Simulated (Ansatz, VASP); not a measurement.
## One calculation of Al2GaP2, two programs

```
Al Ga P
1.0
    -2.10831    2.10831    4.91858
     2.10831   -2.10831    4.91858
     2.10831    2.10831   -4.91858
Al Ga P
2 1 2
Cartesian
  0.0000 0.0000 3.6889
  0.0000 0.0000 6.1482
  0.0000 0.0000 0.0000
  0.0000 2.1083 2.4593
  2.1083 0.0000 2.4593
```

Change from the starting cell: species swapped into the TmSi2Os2 type (I4/mmm, No. 139).

Alike in both runs: task single point; functional PBE; k mesh 6 × 6 × 6; occupations gaussian, width 0.1 eV; no spin polarisation.

|  | VASP | Ansatz |
| --- | --- | --- |
| version | VASP 6.6.1 | Ansatz 0.2.0 |
| potentials or method | VASP PAW PBE potentials, release 64 (Al, Ga_d, P), cutoff 520 eV | scalar-relativistic, plane waves, PAW |
| valence electrons in the cell | 29 | 29 |

VASP gave:

```
gap on the k mesh at the Fermi level (eV)                     : none
pressure (GPa)                                                : 7.6
traceless stress, the component that is largest in VASP (GPa) : -1.36
rms of the force components (eV/Å)                            : 0.193
```

Question: Which values does Ansatz return?

Answer: gap on the k mesh at the Fermi level (eV): none; pressure (GPa): 7.7; traceless stress, the component that is largest in VASP (GPa): -1.36; rms of the force components (eV/Å): 0.190.

Atom by atom the forces differ by 0.003 eV/Å (rms over components). A gap of «none» marks a metal or a gap that the smearing closes.
